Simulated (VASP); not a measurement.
Write the native input for VASP 6.6.1 that does the following.

| Item | Value |
| --- | --- |
| Task | single point |
| Functional | PBEsol |
| Potentials or basis | VASP PAW PBE potentials, release 64 (Nb_sv) |
| Cutoff | 520 eV |
| k mesh | 20 × 20 × 20 |
| Occupations | gaussian, width 0.15 eV |
| Spin | no spin polarisation |
| Dipole correction | no |
| Further INCAR settings | ALGO = Fast; EDIFF = 1e-07; NBANDS = 12 |

The structure of Nb lies in POSCAR:

```
Nb
1.0
    0.0000000000      2.1150000000      2.1573000000
    2.1150000000      0.0000000000      2.1573000000
    2.1150000000      2.1150000000      0.0000000000
Nb
1
Direct
    0.0000000000      0.0000000000      0.0000000000
```

This cell differs from its parent crystal: strain +0.0200 x Voigt [0, 0, 1, 0, 0, 0].

These files were run (other wordings do the same):

INCAR

```
SYSTEM = Nb
PREC = Accurate
ENCUT = 520
EDIFF = 1E-7
ISMEAR = 0
SIGMA = 0.15
LREAL = .FALSE.
LASPH = .TRUE.
NELM = 60
ALGO = Fast
ISIF = 2
LWAVE = .FALSE.
LCHARG = .TRUE.
GGA = PS
LELF = .TRUE.
LVHAR = .TRUE.
NBANDS = 12
```

KPOINTS

```
Automatic mesh
0
G
  20 20 20
  0 0 0
```

Potentials or basis: VASP PAW PBE potentials, release 64 (Nb_sv).

The run is started by

```bash
$ cat potpaw_PBE.64/Nb_sv/POTCAR > POTCAR
$ mpirun -np 1 vasp_std > vasp.out
```

It gave:

- Pressure: -10.1 GPa

Caveat: the cell differs from its parent crystal (strain +0.0200 x Voigt [0, 0, 1, 0, 0, 0]); the PAW data sets were made with another functional, which shifts forces and pressure a little.

Wall time 3.3 min on 1 thread of Intel(R) Xeon(R) Platinum 8488C (Sapphire Rapids) (shared host), peak memory 0.26 GiB.
